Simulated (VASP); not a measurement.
# Lu (Pm-3m) in VASP: single point with PBEsol

Aim: the single point of Lu with PBEsol.

Program: VASP 6.6.1. These are calculated values, not measurements. Logs are shortened: lines on timing, memory, paths and dates and some standing lists are left out, and cuts for length are marked.

### 1 The cell of the first run

Symmetry: Pm-3m, No. 221, cubic system. The conventional cell has a = 4.090 Å, b = 4.090 Å, c = 4.090 Å, α = 90.00°, β = 90.00°, γ = 90.00°. Within 5.4 Å of Lu (site symmetry m-3m) lie 6 Lu at 4.09 Å.

This isn't the form of Lu at room conditions, which is hcp.

### 2 Single point, PBEsol

Contents of INCAR:

```
  ALGO = Normal
  EDIFF = 1E-6
  ENCUT = 600
  GGA = PS
  GGA_COMPAT = F
  ISIF = 2
  ISMEAR = 1
  LASPH = T
  LCHARG = F
  LREAL = F
  LWAVE = F
  NBANDS = 18
  NELM = 120
  PREC = Accurate
  SIGMA = 0.1
```

Contents of KPOINTS:

```
k-points
0
Gamma
  6 6 6
```

Contents of POSCAR:

```
Lu
1.0
    4.0900000000      0.0000000000      0.0000000000
    0.0000000000      4.0900000000      0.0000000000
    0.0000000000      0.0000000000      4.0900000000
Lu
1
Direct
    0.0000000000      0.0000000000      0.0000000000
```

Potentials or basis: VASP PAW PBE potentials, release 64 (Lu).

Launch:

```
$ cat potpaw_PBE.64/Lu/POTCAR > POTCAR
$ mpirun -np 1 vasp_std > vasp.out
```

OUTCAR:

```text
EDIFF = 1E-6
   ENCUT = 600
   GGA = PS
   ISIF = 2
   ISMEAR = 1
   LASPH = T
   LREAL = F
   NELM = 120
   PREC = Accurate

 ion  position               nearest neighbor table
   1  0.000  0.000  0.000-

  LATTYP: Found a simple cubic cell.
 ALAT       =     4.0900000000

  Lattice vectors:

 A1 = (   4.0900000000,   0.0000000000,   0.0000000000)
 A2 = (   0.0000000000,   4.0900000000,   0.0000000000)
 A3 = (   0.0000000000,   0.0000000000,   4.0900000000)

Analysis of symmetry for initial positions (statically):
=====================================================================
 Subroutine PRICEL returns:
 Original cell was already a primitive cell.

 Routine SETGRP: Setting up the symmetry group for a
 simple cubic supercell.

 Subroutine GETGRP returns: Found 48 space group operations
 (whereof 48 operations were pure point group operations)
 out of a pool of 48 trial point group operations.

The static configuration has the point symmetry O_h .

Analysis of symmetry for dynamics (positions and initial velocities):
=====================================================================
 Subroutine PRICEL returns:
 Original cell was already a primitive cell.

 Routine SETGRP: Setting up the symmetry group for a
 simple cubic supercell.

 Subroutine GETGRP returns: Found 48 space group operations
 (whereof 48 operations were pure point group operations)
 out of a pool of 48 trial point group operations.

The dynamic configuration has the point symmetry O_h .

 Subroutine INISYM returns: Found 48 space group operations
 (whereof 48 operations are pure point group operations),
 and found     1 'primitive' translations

----------------------------------------------------------------------------------------

                                     Primitive cell

  volume of cell :      68.4179

  direct lattice vectors                    reciprocal lattice vectors
     4.090000000  0.000000000  0.000000000     0.244498778  0.000000000  0.000000000
     0.000000000  4.090000000  0.000000000     0.000000000  0.244498778  0.000000000
     0.000000000  0.000000000  4.090000000     0.000000000  0.000000000  0.244498778

  length of vectors
     4.090000000  4.090000000  4.090000000     0.244498778  0.244498778  0.244498778

  position of ions in fractional coordinates (direct lattice)
     0.000000000  0.000000000  0.000000000

  ion indices of the primitive-cell ions
   primitive index   ion index
                 1           1

----------------------------------------------------------------------------------------

 KPOINTS: k-points

Automatic generation of k-mesh.
 Grid dimensions read from file:
 generate k-points for:    6    6    6

 Generating k-lattice:

  Cartesian coordinates                     Fractional coordinates (reciprocal lattice)
     0.040749796  0.000000000  0.000000000     0.166666667  0.000000000  0.000000000
     0.000000000  0.040749796  0.000000000     0.000000000  0.166666667  0.000000000
     0.000000000  0.000000000  0.040749796     0.000000000  0.000000000  0.166666667

  Length of vectors
     0.040749796  0.040749796  0.040749796

  Shift w.r.t. Gamma in fractional coordinates (k-lattice)
     0.000000000  0.000000000  0.000000000

 Subroutine IBZKPT returns following result:
 ===========================================

 Found     20 irreducible k-points:

 Following reciprocal coordinates:
            Coordinates               Weight
  0.000000  0.000000  0.000000      1.000000
  0.166667  0.000000  0.000000      6.000000
  0.333333  0.000000  0.000000      6.000000
  0.500000  0.000000  0.000000      3.000000
  0.166667  0.166667  0.000000     12.000000
  0.333333  0.166667  0.000000     24.000000
[... 12 lines left out ...]
  0.500000  0.500000  0.333333      6.000000
  0.500000  0.500000  0.500000      1.000000
   k-points           NKPTS =     20   k-points in BZ     NKDIM =     20   number of bands    NBANDS=     18
   number of dos      NEDOS =    301   number of ions     NIONS =      1
   total plane-waves  NPLWV =  46656
   dimension x,y,z NGX =    36 NGY =   36 NGZ =   36
   dimension x,y,z NGXF=    72 NGYF=   72 NGZF=   72
   ions per type =               1
   NGX,Y,Z   is equivalent  to a cutoff of  14.63, 14.63, 14.63 a.u.
   NGXF,Y,Z  is equivalent  to a cutoff of  29.27, 29.27, 29.27 a.u.
 SYSTEM =  unknown system
   PREC   = accura    normal or accurate (medium, high low for compatibility)
   ISTART =      0    job   : 0-new  1-cont  2-samecut
   ICHARG =      2    charge: 1-file 2-atom 10-const
   ISPIN  =      1    spin polarized calculation?
   LNONCOLLINEAR =      F non collinear calculations
   LSORBIT =      F    spin-orbit coupling
   LASPH  =      T    aspherical Exc in radial PAW
   ENCUT  =  600.0 eV  44.10 Ry    6.64 a.u.   8.17  8.17  8.17*2*pi/ulx,y,z
   NELM   =    120;   NELMIN=  2; NELMDL= -5     # of ELM steps
   EDIFF  = 0.1E-05   stopping-criterion for ELM
   LREAL  =      F    real-space projection
   EDIFFG = 0.1E-04   stopping-criterion for IOM
   NSW    =      0    number of steps for IOM
   IBRION =     -1    ionic relax: 0-MD 1-quasi-New 2-CG
   NFREE  =      0    steps in history (QN), initial steepest desc. (CG)
   ISIF   =      2    stress and relaxation
   ISYM   =      2    0-nonsym 1-usesym 2-fastsym
   POTIM  = 0.5000    time-step for ionic-motion
   TEBEG  =    0.0;   TEEND  =   0.0 temperature during run
   PSTRESS=    0.0 pullay stress
   NELECT =      25.0000    total number of electrons
   NUPDOWN=      -1.0000    fix difference up-down
   EMIN   =  10.00;   EMAX   =-10.00  energy-range for DOS
   EFERMI =   0.00;   METHOD = LEGACY
   ISMEAR =     1;   SIGMA  =   0.10  broadening in eV -4-tet -1-fermi 0-gaus
   EFERMI_NEDOS =   21; number of points for ismear=-14 and -15
   IALGO  =     38    algorithm
   IMIX   =      4    mixing-type and parameters
     AMIX     =   0.40;   BMIX     =  1.00
     AMIX_MAG =   1.60;   BMIX_MAG =  1.00
  volume/ion in A,a.u.               =      68.42       461.71
  Fermi-wavevector in a.u.,A,eV,Ry     =   1.170392  2.211721 18.637513  1.369819
  Thomas-Fermi vector in A             =   2.306852
   LORBIT       =      0    0 simple, 1 ext, 2 COOP (PROOUT), +10 PAW based schemes
   GGA     = PS    functional components
   LHFCALC =     F    Hartree Fock is set to
   AEXX    =    0.0000 exact exchange contribution
   IVDW    =     0    specifies the selected vdW correction
   LEPSILON=     F    determine dielectric tensor
   LRPA    =     F    only Hartree local field effects (RPA)
 non-spin polarized calculation
 Methfessel and Paxton  Order N= 1 SIGMA  =   0.10
  energy-cutoff  :      600.00
  volume of cell :       68.42
 maximum number of plane-waves:      2301
 NGX is ok and might be reduce to    36
   NGX = 17   NGY = 17   NGZ = 17

 number of electron      25.0000001 magnetization

 Free energy of the ion-electron system (eV)
  ---------------------------------------------------
  ext. energy  EPLUGINS =         0.00000000
  ---------------------------------------------------
  free energy    TOTEN  =        -2.68893571 eV

  energy without entropy =       -2.68873686  energy(sigma->0) =       -2.68886943

 E-fermi :  -0.4776     XC(G=0):  -7.3246

 val. band max:       -0.4928704743   @ k =   0.0000   0.0000   0.0000
 cond. band min:      -0.4741654444   @ k =   0.3333   0.1667   0.0000
 fundamental gap:      0.0187050299
 Fermi energy:        -0.4775992324

 k-point     1 :       0.0000    0.0000    0.0000
  band No.  band energies     occupation
      1     -58.9123      2.00000
      2     -29.4365      2.00000
      3     -29.4365      2.00000
      4     -29.4365      2.00000
      5      -7.4273      2.00000
      6      -7.4273      2.00000
[... 10 lines left out ...]
     17       2.1101      0.00000
     18       5.4196      0.00000

 k-point     2 :       0.1667    0.0000    0.0000
  band No.  band energies     occupation
      1     -58.9121      2.00000
      2     -29.4455      2.00000
      3     -29.4359      2.00000
      4     -29.4359      2.00000
      5      -7.4281      2.00000
      6      -7.4272      2.00000
[... 10 lines left out ...]
     17       2.1327      0.00000
     18       4.0100      0.00000

 k-point     3 :       0.3333    0.0000    0.0000
  band No.  band energies     occupation
      1     -58.9118      2.00000
      2     -29.4633      2.00000
      3     -29.4346      2.00000
      4     -29.4346      2.00000
      5      -7.4330      2.00000
      6      -7.4295      2.00000
[... 10 lines left out ...]
     17       2.1786      0.00000
     18       2.8023      0.00000

 k-point     4 :       0.5000    0.0000    0.0000
  band No.  band energies     occupation
      1     -58.9116      2.00000
      2     -29.4721      2.00000
      3     -29.4339      2.00000
      4     -29.4339      2.00000
      5      -7.4357      2.00000
      6      -7.4303      2.00000
[... 10 lines left out ...]
     17       2.2020      0.00000
     18       2.6195      0.00000

 k-point     5 :       0.1667    0.1667    0.0000
  band No.  band energies     occupation
      1     -58.9119      2.00000
      2     -29.4449      2.00000
      3     -29.4447      2.00000
      4     -29.4352      2.00000
      5      -7.4277      2.00000
      6      -7.4275      2.00000
[... 10 lines left out ...]
     17       1.9013      0.00000
     18       4.3090      0.00000

 k-point     6 :       0.3333    0.1667    0.0000
  band No.  band energies     occupation
      1     -58.9116      2.00000
      2     -29.4625      2.00000
      3     -29.4434      2.00000
      4     -29.4339      2.00000
      5      -7.4324      2.00000
      6      -7.4282      2.00000
[... 223 lines left out ...]
 k-point    17 :       0.3333    0.3333    0.3333
  band No.  band energies     occupation
      1     -58.9108      2.00000
      2     -29.4590      2.00000
      3     -29.4587      2.00000
      4     -29.4587      2.00000
      5      -7.4292      2.00000
      6      -7.4287      2.00000
[... 10 lines left out ...]
     17       1.0985     -0.00000
     18       4.4575      0.00000

 k-point    18 :       0.5000    0.3333    0.3333
  band No.  band energies     occupation
      1     -58.9106      2.00000
      2     -29.4675      2.00000
      3     -29.4581      2.00000
      4     -29.4579      2.00000
      5      -7.4317      2.00000
      6      -7.4285      2.00000
[... 10 lines left out ...]
     17       2.1288      0.00000
     18       2.7410      0.00000

 k-point    19 :       0.5000    0.5000    0.3333
  band No.  band energies     occupation
      1     -58.9104      2.00000
      2     -29.4667      2.00000
      3     -29.4667      2.00000
      4     -29.4573      2.00000
      5      -7.4311      2.00000
      6      -7.4311      2.00000
[... 10 lines left out ...]
     17       2.3059      0.00000
     18       2.7257      0.00000

 k-point    20 :       0.5000    0.5000    0.5000
  band No.  band energies     occupation
      1     -58.9103      2.00000
      2     -29.4660      2.00000
      3     -29.4660      2.00000
      4     -29.4660      2.00000
      5      -7.4305      2.00000
      6      -7.4305      2.00000
[... 10 lines left out ...]
     17       2.5223      0.00000
     18       2.6484      0.00000

------------------------ aborting loop because EDIFF is reached ----------------------------------------

  FORCE on cell =-STRESS in cart. coord.  units (eV):
  Direction    XX          YY          ZZ          XY          YZ          ZX
  --------------------------------------------------------------------------------------
  -------------------------------------------------------------------------------------
  Total       -2.6249873     -2.6249873     -2.6249873     -0.0000000      0.0000000     -0.0000000
  in kB      -61.4706594    -61.4706594    -61.4706594     -0.0000000      0.0000000     -0.0000000
  external PRESSURE =     -61.4706594 kB  Pullay stress =       0.0000000 kB

 VOLUME and BASIS-vectors are now :
 -----------------------------------------------------------------------------
  energy-cutoff  :      600.00
  volume of cell :       68.42
      direct lattice vectors                 reciprocal lattice vectors
     4.090000000  0.000000000  0.000000000     0.244498778  0.000000000  0.000000000
     0.000000000  4.090000000  0.000000000     0.000000000  0.244498778  0.000000000
     0.000000000  0.000000000  4.090000000     0.000000000  0.000000000  0.244498778

 POSITION                                       TOTAL-FORCE (eV/Angst)
 -----------------------------------------------------------------------------------
      0.00000      0.00000      0.00000         0.000000      0.000000      0.000000
 -----------------------------------------------------------------------------------
    total drift:                                0.000000     -0.000000     -0.000000

  FREE ENERGIE OF THE ION-ELECTRON SYSTEM (eV)
  ---------------------------------------------------
  free  energy   TOTEN  =        -2.6889357145 eV

  energy  without entropy=       -2.6887368608  energy(sigma->0) =       -2.68886943
```

Run time: 32 s. Hardware: 1 thread of Intel Xeon 8259CL, shared host; peak memory 0.22 GiB.

Results:

```
Free energy            : -2.6889 eV
Pressure               : -6.1 GPa
Band gap on the k mesh : zero (an odd number of electrons rules out a gap without spin polarisation)
```

Caveat: the cell stands under tension; the PAW data sets were made with another functional, which shifts forces and pressure a little; spin-orbit coupling is left out, which moves the levels of the heavy elements.
